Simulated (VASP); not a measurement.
Set up this calculation in VASP 6.6.1, as the native input.

```
Task                   : single point
Functional             : r2SCAN
Potentials or basis    : VASP PAW PBE potentials, release 64 (Cu)
Cutoff                 : 520 eV
k mesh                 : 22 × 22 × 22
Occupations            : gaussian, width 0.15 eV
Spin                   : no spin polarisation
Dipole correction      : no
Further INCAR settings : ALGO = Normal; EDIFF = 1e-06; NBANDS = 12
```

Cu:

```
Cu
1.0
     0.00000    1.78039    1.86173
     1.78039    0.00000    1.86173
     1.78039    1.78039    0.00000
Cu
1
Cartesian
  0.0000 0.0000 0.0000
```

This cell differs from its parent crystal: strain -0.015 along x and y, +0.030 along z.

The input as run:

POSCAR

```
Cu
1.0
    0.0000000000      1.7803875000      1.8617250000
    1.7803875000      0.0000000000      1.8617250000
    1.7803875000      1.7803875000      0.0000000000
Cu
1
Direct
    0.0000000000      0.0000000000      0.0000000000
```

INCAR.step1

```
  PREC = Accurate
  ENCUT = 520
  ISMEAR = 0
  SIGMA = 0.15
  LREAL = False
  LASPH = True
  NELM = 80
  NBANDS = 12
  GGA = PE
  ALGO = Normal
  EDIFF = 1E-4
  LWAVE = True
  LCHARG = False
```

INCAR.step2

```
  PREC = Accurate
  ENCUT = 520
  EDIFF = 1E-6
  ISMEAR = 0
  SIGMA = 0.15
  LREAL = False
  LASPH = True
  NELM = 80
  ALGO = Normal
  ISIF = 2
  LWAVE = False
  LCHARG = False
  METAGGA = R2SCAN
  LMIXTAU = True
  NBANDS = 12
  ISTART = 1
```

KPOINTS

```
regular mesh
0
Gamma
  22 22 22
```

Potentials or basis: VASP PAW PBE potentials, release 64 (Cu).

Command:

```console
$ cat potpaw_PBE.64/Cu/POTCAR > POTCAR
$ cp INCAR.step1 INCAR
$ mpirun -np 1 vasp_std > vasp.out
$ cp INCAR.step2 INCAR
$ mpirun -np 1 vasp_std > vasp.out
```

It gave:

| Quantity | Value |
| --- | --- |
| Pressure | -4.0 GPa |
| Band gap on the k mesh | zero (an odd number of electrons rules out a gap without spin polarisation) |

Caveat: the cell differs from its parent crystal (strain -0.015 along x and y, +0.030 along z); the cell stands under tension; the PAW data sets were made with another functional, which shifts forces and pressure a little.

Run time: 11 min on 1 thread of Intel Xeon 8259CL, on a shared host, peak memory 0.23 GiB.
